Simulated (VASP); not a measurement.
# KCl in VASP: a series of runs

KCl is run at these levels: PBE, r2SCAN; tasks: single point.

Program: VASP 6.6.1. These are calculated values, not measurements. Logs are shortened: lines on timing, memory, paths and dates and some standing lists are left out, and cuts for length are marked.

## (1) The cell of the first run

The structure is cubic, space group Fm-3m (No. 225). Conventional cell: a = 6.451 Å, b = 6.451 Å, c = 6.451 Å, α = 90.00°, β = 90.00°, γ = 90.00°. K (site symmetry m-3m) has 6 Cl at 3.23 Å within 4.2 Å. Within 4.2 Å of Cl (site symmetry m-3m) lie 6 K at 3.23 Å.

## (2) Single point, PBE (strain +2.6%)

INCAR

```
SYSTEM = KCl
PREC     = Accurate       ! precision mode
ENCUT    = 520            ! plane-wave cutoff, eV
EDIFF    = 1E-6           ! SCF threshold, eV
ISMEAR   = -1             ! smearing method
SIGMA    = 0.02           ! smearing width, eV
LREAL    = .False.        ! projectors in reciprocal space
LASPH    = .True.         ! aspherical terms in the spheres
NELM     = 60             ! most SCF steps
ALGO     = Normal         ! electronic algorithm
ISIF     = 2              ! what is computed and relaxed
LWAVE    = .False.        ! write WAVECAR
LCHARG   = .False.        ! write CHGCAR
GGA      = PE             ! functional
NBANDS   = 15             ! bands
```

KPOINTS

```
regular mesh
0
Gamma
  8 8 8
  0 0 0
```

POSCAR

```
KCl
1.0
    0.0000000000      3.2253564391      3.2253564391
    3.2253564391      0.0000000000      3.2253564391
    3.2253564391      3.2253564391      0.0000000000
K Cl
1 1
Direct
    0.0000000000      0.0000000000      0.0000000000
    0.5000000000      0.5000000000      0.5000000000
```

Potentials or basis: VASP PAW PBE potentials, release 64 (K_sv, Cl).

The run is started by

```console
cat potpaw_PBE.64/K_sv/POTCAR potpaw_PBE.64/Cl/POTCAR > POTCAR
mpirun -np 1 vasp_std > vasp.out
```

OUTCAR:

```text
SYSTEM = KCl
   PREC = Accurate
   ENCUT = 520
   EDIFF = 1E-6
   ISMEAR = -1
   LREAL = .False.
   LASPH = .True.
   NELM = 60
   ISIF = 2
   GGA = PE

 ion  position               nearest neighbor table
   1  0.000  0.000  0.000-   2 3.23   2 3.23   2 3.23   2 3.23   2 3.23   2 3.23
   2  0.500  0.500  0.500-   1 3.23   1 3.23   1 3.23   1 3.23   1 3.23   1 3.23

  LATTYP: Found a face centered cubic cell.
 ALAT       =     6.4507128782

  Lattice vectors:

 A1 = (   0.0000000000,   3.2253564391,   3.2253564391)
 A2 = (   3.2253564391,   0.0000000000,   3.2253564391)
 A3 = (   3.2253564391,   3.2253564391,   0.0000000000)

Analysis of symmetry for initial positions (statically):
=====================================================================
 Subroutine PRICEL returns:
 Original cell was already a primitive cell.

 Routine SETGRP: Setting up the symmetry group for a
 face centered cubic supercell.

 Subroutine GETGRP returns: Found 48 space group operations
 (whereof 48 operations were pure point group operations)
 out of a pool of 48 trial point group operations.

The static configuration has the point symmetry O_h .

Analysis of symmetry for dynamics (positions and initial velocities):
=====================================================================
 Subroutine PRICEL returns:
 Original cell was already a primitive cell.

 Routine SETGRP: Setting up the symmetry group for a
 face centered cubic supercell.

 Subroutine GETGRP returns: Found 48 space group operations
 (whereof 48 operations were pure point group operations)
 out of a pool of 48 trial point group operations.

The dynamic configuration has the point symmetry O_h .

 Subroutine INISYM returns: Found 48 space group operations
 (whereof 48 operations are pure point group operations),
 and found     1 'primitive' translations

----------------------------------------------------------------------------------------

                                     Primitive cell

  volume of cell :      67.1063

  direct lattice vectors                    reciprocal lattice vectors
     0.000000000  3.225356439  3.225356439    -0.155021626  0.155021626  0.155021626
     3.225356439  0.000000000  3.225356439     0.155021626 -0.155021626  0.155021626
     3.225356439  3.225356439  0.000000000     0.155021626  0.155021626 -0.155021626

  length of vectors
     4.561342820  4.561342820  4.561342820     0.268505333  0.268505333  0.268505333

  position of ions in fractional coordinates (direct lattice)
     0.000000000  0.000000000  0.000000000
     0.500000000  0.500000000  0.500000000

  ion indices of the primitive-cell ions
   primitive index   ion index
                 1           1
                 2           2

----------------------------------------------------------------------------------------

 KPOINTS: regular mesh

Automatic generation of k-mesh.
 Grid dimensions read from file:
 generate k-points for:    8    8    8

 Generating k-lattice:

  Cartesian coordinates                     Fractional coordinates (reciprocal lattice)
    -0.019377703  0.019377703  0.019377703     0.125000000  0.000000000  0.000000000
     0.019377703 -0.019377703  0.019377703     0.000000000  0.125000000  0.000000000
     0.019377703  0.019377703 -0.019377703     0.000000000  0.000000000  0.125000000

  Length of vectors
     0.033563167  0.033563167  0.033563167

  Shift w.r.t. Gamma in fractional coordinates (k-lattice)
     0.000000000  0.000000000  0.000000000

 Subroutine IBZKPT returns following result:
 ===========================================

 Found     29 irreducible k-points:

 Following reciprocal coordinates:
            Coordinates               Weight
  0.000000  0.000000  0.000000      1.000000
  0.125000  0.000000  0.000000      8.000000
  0.250000  0.000000  0.000000      8.000000
  0.375000  0.000000  0.000000      8.000000
  0.500000  0.000000  0.000000      4.000000
  0.125000  0.125000  0.000000      6.000000
[... 16 lines left out ...]
  0.500000  0.250000  0.125000     48.000000
 -0.375000  0.250000  0.125000     24.000000
 [... further k-points ...]
   k-points           NKPTS =     29   k-points in BZ     NKDIM =     29   number of bands    NBANDS=     15
   number of dos      NEDOS =    301   number of ions     NIONS =      2
   total plane-waves  NPLWV =  46656
   dimension x,y,z NGX =    36 NGY =   36 NGZ =   36
   dimension x,y,z NGXF=    72 NGYF=   72 NGZF=   72
   ions per type =               1   1
   NGX,Y,Z   is equivalent  to a cutoff of  13.12, 13.12, 13.12 a.u.
   NGXF,Y,Z  is equivalent  to a cutoff of  26.24, 26.24, 26.24 a.u.
 SYSTEM =  KCl
   PREC   = accura    normal or accurate (medium, high low for compatibility)
   ISTART =      0    job   : 0-new  1-cont  2-samecut
   ICHARG =      2    charge: 1-file 2-atom 10-const
   ISPIN  =      1    spin polarized calculation?
   LNONCOLLINEAR =      F non collinear calculations
   LSORBIT =      F    spin-orbit coupling
   LASPH  =      T    aspherical Exc in radial PAW
   ENCUT  =  520.0 eV  38.22 Ry    6.18 a.u.   8.48  8.48  8.48*2*pi/ulx,y,z
   NELM   =     60;   NELMIN=  2; NELMDL= -5     # of ELM steps
   EDIFF  = 0.1E-05   stopping-criterion for ELM
   LREAL  =      F    real-space projection
   EDIFFG = 0.1E-04   stopping-criterion for IOM
   NSW    =      0    number of steps for IOM
   IBRION =     -1    ionic relax: 0-MD 1-quasi-New 2-CG
   NFREE  =      0    steps in history (QN), initial steepest desc. (CG)
   ISIF   =      2    stress and relaxation
   ISYM   =      2    0-nonsym 1-usesym 2-fastsym
   POTIM  = 0.5000    time-step for ionic-motion
   TEBEG  =    0.0;   TEEND  =   0.0 temperature during run
   PSTRESS=    0.0 pullay stress
   NELECT =      16.0000    total number of electrons
   NUPDOWN=      -1.0000    fix difference up-down
   EMIN   =  10.00;   EMAX   =-10.00  energy-range for DOS
   EFERMI =   0.00;   METHOD = LEGACY
   ISMEAR =    -1;   SIGMA  =   0.02  broadening in eV -4-tet -1-fermi 0-gaus
   EFERMI_NEDOS =   21; number of points for ismear=-14 and -15
   IALGO  =     38    algorithm
   IMIX   =      4    mixing-type and parameters
     AMIX     =   0.40;   BMIX     =  1.00
     AMIX_MAG =   1.60;   BMIX_MAG =  1.00
  volume/ion in A,a.u.               =      33.55       226.43
  Fermi-wavevector in a.u.,A,eV,Ry     =   1.015143  1.918342 14.021005  1.030515
  Thomas-Fermi vector in A             =   2.148411
   LORBIT       =      0    0 simple, 1 ext, 2 COOP (PROOUT), +10 PAW based schemes
   GGA     = PE    functional components
   LHFCALC =     F    Hartree Fock is set to
   AEXX    =    0.0000 exact exchange contribution
   IVDW    =     0    specifies the selected vdW correction
   LEPSILON=     F    determine dielectric tensor
   LRPA    =     F    only Hartree local field effects (RPA)
 non-spin polarized calculation
  energy-cutoff  :      520.00
  volume of cell :       67.11
 maximum number of plane-waves:      1832
 NGX is ok and might be reduce to    36
   NGX = 17   NGY = 17   NGZ = 17

 number of electron      15.9999999 magnetization

 Free energy of the ion-electron system (eV)
  ---------------------------------------------------
  ext. energy  EPLUGINS =         0.00000000
  ---------------------------------------------------
  free energy    TOTEN  =        -6.80837735 eV

  energy without entropy =       -6.80837735  energy(sigma->0) =       -6.80837735

 E-fermi :  -1.6013     XC(G=0):  -7.2407

 val. band max:       -2.1206510480   @ k =   0.0000   0.0000   0.0000
 cond. band min:       2.8198608897   @ k =   0.0000   0.0000   0.0000
 fundamental gap:      4.9405119376
 Fermi energy:        -1.6012982983

 k-point     1 :       0.0000    0.0000    0.0000
  band No.  band energies     occupation
      1     -29.5069      2.00000
      2     -14.1604      2.00000
      3     -12.9659      2.00000
      4     -12.9659      2.00000
      5     -12.9659      2.00000
      6      -2.1207      2.00000
      7      -2.1207      2.00000
      8      -2.1207      2.00000
      9       2.8199      0.00000
     10       6.2074      0.00000
     11       6.2074      0.00000
     12       6.2074      0.00000
     13       7.0441      0.00000
     14       7.0441      0.00000
     15      10.5893      0.00000

 k-point     2 :       0.1250    0.0000    0.0000
  band No.  band energies     occupation
      1     -29.5059      2.00000
      2     -14.1873      2.00000
      3     -12.9671      2.00000
      4     -12.9671      2.00000
      5     -12.9327      2.00000
      6      -2.2878      2.00000
      7      -2.1624      2.00000
      8      -2.1624      2.00000
      9       3.1684      0.00000
     10       6.0839      0.00000
     11       6.3886      0.00000
     12       6.3886      0.00000
     13       7.2315      0.00000
     14       7.2315      0.00000
     15      11.1237      0.00000

 k-point     3 :       0.2500    0.0000    0.0000
  band No.  band energies     occupation
      1     -29.5033      2.00000
      2     -14.2472      2.00000
      3     -12.9698      2.00000
      4     -12.9698      2.00000
      5     -12.8575      2.00000
      6      -2.6384      2.00000
      7      -2.2600      2.00000
      8      -2.2600      2.00000
      9       4.0105      0.00000
     10       5.9489      0.00000
     11       6.9029      0.00000
     12       6.9029      0.00000
     13       7.7487      0.00000
     14       7.7487      0.00000
     15      11.0226      0.00000
[... 343 lines left out ...]
 k-point    23 :       0.5000    0.2500    0.1250
  band No.  band energies     occupation
      1     -29.4995      2.00000
      2     -14.2434      2.00000
      3     -13.0050      2.00000
      4     -12.9838      2.00000
      5     -12.8428      2.00000
      6      -2.8375      2.00000
      7      -2.4190      2.00000
      8      -2.3751      2.00000
      9       5.2832      0.00000
     10       5.6539      0.00000
     11       7.6687      0.00000
     12       7.9233      0.00000
     13       8.2550      0.00000
     14       8.6781      0.00000
     15       9.3623      0.00000

 k-point    24 :      -0.3750    0.2500    0.1250
  band No.  band energies     occupation
      1     -29.4987      2.00000
      2     -14.2472      2.00000
      3     -13.0066      2.00000
      4     -12.9904      2.00000
      5     -12.8350      2.00000
      6      -2.8677      2.00000
      7      -2.4752      2.00000
      8      -2.4039      2.00000
      9       5.5460      0.00000
     10       6.0142      0.00000
     11       7.6091      0.00000
     12       7.7480      0.00000
     13       8.5324      0.00000
     14       9.3314      0.00000
     15       9.3659      0.00000

 [... further k-points ...]

------------------------ aborting loop because EDIFF is reached ----------------------------------------

  FORCE on cell =-STRESS in cart. coord.  units (eV):
  Direction    XX          YY          ZZ          XY          YZ          ZX
  --------------------------------------------------------------------------------------
  -------------------------------------------------------------------------------------
  Total       -0.1996398     -0.1996398     -0.1996398      0.0000000      0.0000000     -0.0000000
  in kB       -4.7664441     -4.7664441     -4.7664441      0.0000000      0.0000000     -0.0000000
  external PRESSURE =      -4.7664441 kB  Pullay stress =       0.0000000 kB

 VOLUME and BASIS-vectors are now :
 -----------------------------------------------------------------------------
  energy-cutoff  :      520.00
  volume of cell :       67.11
      direct lattice vectors                 reciprocal lattice vectors
     0.000000000  3.225356439  3.225356439    -0.155021626  0.155021626  0.155021626
     3.225356439  0.000000000  3.225356439     0.155021626 -0.155021626  0.155021626
     3.225356439  3.225356439  0.000000000     0.155021626  0.155021626 -0.155021626

 POSITION                                       TOTAL-FORCE (eV/Angst)
 -----------------------------------------------------------------------------------
      0.00000      0.00000      0.00000        -0.000000      0.000000     -0.000000
      3.22536      3.22536      3.22536         0.000000      0.000000      0.000000
 -----------------------------------------------------------------------------------
    total drift:                                0.000000      0.000000      0.000000

  FREE ENERGIE OF THE ION-ELECTRON SYSTEM (eV)
  ---------------------------------------------------
  free  energy   TOTEN  =        -6.8083773466 eV

  energy  without entropy=       -6.8083773466  energy(sigma->0) =       -6.80837735
```

Run time: 15 s. Hardware: 1 thread of Intel Xeon 6975P-C (Granite Rapids), shared host; peak memory 0.2 GiB.

Results:

| Property | Result |
| --- | --- |
| Free energy | -6.8084 eV |
| Pressure | -0.5 GPa |
| Band gap on the k mesh | 4.94 eV, direct |

Caveat: the cell differs from its parent crystal (strain +2.6%). A k mesh can miss the band edges.

## (3) Single point, r2SCAN (strain +2.6%)

POSCAR is that of step 2.

INCAR.step1

```
ALGO = Normal
EDIFF = 1E-4
ENCUT = 520
GGA = PE
ISMEAR = 0
LASPH = True
LCHARG = False
LREAL = False
LWAVE = True
NBANDS = 15
NELM = 80
PREC = Accurate
SIGMA = 0.01
```

INCAR.step2

```
ALGO = Normal
EDIFF = 1E-6
ENCUT = 520
ISIF = 2
ISMEAR = 0
ISTART = 1
LASPH = True
LCHARG = False
LMIXTAU = True
LREAL = False
LWAVE = False
METAGGA = R2SCAN
NBANDS = 15
NELM = 80
PREC = Accurate
SIGMA = 0.01
```

KPOINTS

```
k-points
0
Gamma
  8 8 8
```

Potentials or basis: VASP PAW PBE potentials, release 64 (K_sv, Cl).

The run is started by

```console
cat potpaw_PBE.64/K_sv/POTCAR potpaw_PBE.64/Cl/POTCAR > POTCAR
cp INCAR.step1 INCAR
mpirun -np 1 vasp_std > vasp.out
cp INCAR.step2 INCAR
mpirun -np 1 vasp_std > vasp.out
```

OUTCAR:

```text
EDIFF = 1E-6
   ENCUT = 520
   ISIF = 2
   ISMEAR = 0
   ISTART = 1
   LASPH = True
   LREAL = False
   METAGGA = R2SCAN
   NELM = 80
   PREC = Accurate

 ion  position               nearest neighbor table
   1  0.000  0.000  0.000-   2 3.23   2 3.23   2 3.23   2 3.23   2 3.23   2 3.23
   2  0.500  0.500  0.500-   1 3.23   1 3.23   1 3.23   1 3.23   1 3.23   1 3.23

  LATTYP: Found a face centered cubic cell.
 ALAT       =     6.4507128782

  Lattice vectors:

[... 618 lines left out ...]
 [... further k-points ...]

------------------------ aborting loop because EDIFF is reached ----------------------------------------

  FORCE on cell =-STRESS in cart. coord.  units (eV):
  Direction    XX          YY          ZZ          XY          YZ          ZX
  --------------------------------------------------------------------------------------
  -------------------------------------------------------------------------------------
  Total       -0.5109414     -0.5109414     -0.5109414      0.0000000      0.0000000     -0.0000000
  in kB      -12.1988396    -12.1988396    -12.1988396      0.0000000      0.0000000     -0.0000000
  external PRESSURE =     -12.1988396 kB  Pullay stress =       0.0000000 kB

 VOLUME and BASIS-vectors are now :
 -----------------------------------------------------------------------------
  energy-cutoff  :      520.00
  volume of cell :       67.11
      direct lattice vectors                 reciprocal lattice vectors
     0.000000000  3.225356439  3.225356439    -0.155021626  0.155021626  0.155021626
     3.225356439  0.000000000  3.225356439     0.155021626 -0.155021626  0.155021626
     3.225356439  3.225356439  0.000000000     0.155021626  0.155021626 -0.155021626

 POSITION                                       TOTAL-FORCE (eV/Angst)
 -----------------------------------------------------------------------------------
      0.00000      0.00000      0.00000        -0.000000      0.000000      0.000000
      3.22536      3.22536      3.22536         0.000000     -0.000000     -0.000000
 -----------------------------------------------------------------------------------
    total drift:                                0.000000      0.000000      0.000000

  FREE ENERGIE OF THE ION-ELECTRON SYSTEM (eV)
  ---------------------------------------------------
  free  energy   TOTEN  =       -16.4882980908 eV

  energy  without entropy=      -16.4882980908  energy(sigma->0) =      -16.48829809
```

It took 60 s on 1 thread of Intel Xeon 6975P-C (Granite Rapids), shared host; peak memory 0.21 GiB.

Results:

```yaml
Free_energy: -16.4883 eV
Pressure: -1.2 GPa
Band_gap_on_the_k_mesh: 5.58 eV, direct
```

Caveat: the cell differs from its parent crystal (strain +2.6%); the PAW data sets were made with another functional, which shifts forces and pressure a little. A k mesh can miss the band edges.

(Part 1 of 2 ends here.)
